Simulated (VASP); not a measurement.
# HfN: relaxation of cell and atoms with LDA

Crystal: HfN.

```
CELL_PARAMETERS angstrom
3.13391 0.00000 0.00000
-1.56695 2.71404 0.00000
0.00000 0.00000 5.41677
ATOMIC_POSITIONS crystal
Hf 0.66667 0.33333 0.75000
Hf 0.33333 0.66667 0.25000
N 0.00000 0.00000 0.00000
N 0.00000 0.00000 0.50000
```

| Property | Result |
| --- | --- |
| Program | VASP 6.6.1 |
| Task | relaxation of cell and atoms |
| Functional | LDA |
| Potentials or basis | VASP PAW LDA potentials, release 64 (Hf_pv, N) |
| Cutoff | 600 eV |
| k mesh | 8 × 8 × 4 |
| Occupations | methfessel-paxton, width 0.1 eV |
| Spin | no spin polarisation |
| Dipole correction | no |
| Further INCAR settings | ALGO = Normal; EDIFF = 1e-07; IBRION = 2; EDIFFG = -0.01; NSW = 80; ISIF = 3 |

- Relaxed volume: 11.12 Å³/atom
- Relaxed cell: a = 3.097 Å, b = 3.097 Å, c = 5.356 Å, α = 90.00°, β = 90.00°, γ = 120.00°
- Space group after relaxing (to 0.05 Å): P6_3/mmc (No. 194)
- Energy gained by relaxing: 12.6 meV/atom
- Ionic steps: 7
- Pressure after relaxing: -0.1 GPa
- Band gap on the k mesh: zero (band 15 reaches 10.01 eV, above the bottom of band 16 at 7.62 eV)

Stress tensor (GPa, compression positive):
```
-0.14  0.00  0.00
 0.00 -0.14  0.00
 0.00  0.00  0.03
```

Step by step:
| step | energy change (eV) | largest force (eV/Å) | pressure (GPa) | volume (Å³) |
| --- | --- | --- | --- | --- |
| 1 | 0.0000 | 0.0000 | -9.82 | 46.07 |
| 2 | 0.1549 | 0.0000 | 23.67 | 41.53 |
| 3 | -0.0504 | 0.0000 | -0.23 | 44.51 |
| 4 | -0.0505 | 0.0000 | -0.02 | 44.48 |
| 5 | -0.0505 | 0.0000 | 0.19 | 44.45 |
| 6 | -0.0505 | 0.0000 | -0.31 | 44.52 |
| 7 | -0.0505 | 0.0000 | -0.08 | 44.49 |

Final structure:
```yaml
crystal:
  lattice:
    - [3.09687, 0.00000, 0.00000]
    - [-1.54844, 2.68197, 0.00000]
    - [0.00000, 0.00000, 5.35597]
  atoms:
    - { symbol: Hf, position: [0.66667, 0.33333, 0.75000] }
    - { symbol: Hf, position: [0.33333, 0.66667, 0.25000] }
    - { symbol: N, position: [0.00000, 0.00000, 0.00000] }
    - { symbol: N, position: [0.00000, 0.00000, 0.50000] }
```

Levels at points of the mesh, in eV from the Fermi level:
| k point | band 12 | band 13 | band 14 | band 15 | band 16 | band 17 | band 18 | band 19 |
| --- | --- | --- | --- | --- | --- | --- | --- | --- |
| (0.00, 0.00, 0.00) | -3.49 | -3.49 | -1.53 | -0.54 | 0.85 | 0.85 | 1.60 | 2.02 |
| (0.50, 0.00, 0.00) | -5.46 | -3.06 | -2.71 | -2.24 | 2.75 | 3.08 | 4.78 | 4.97 |
| (0.00, 0.00, 0.50) | -4.32 | -4.32 | -4.32 | 2.09 | 2.09 | 3.14 | 3.14 | 3.14 |
| (0.50, 0.00, 0.50) | -5.44 | -4.38 | -4.38 | -0.04 | -0.04 | 5.10 | 5.10 | 5.14 |

Run time: 4.1 min on 1 thread of Intel Xeon 8259CL, with other jobs on the host, peak memory 0.18 GiB.

Caveat: spin-orbit coupling is left out, which moves the levels of the heavy elements.
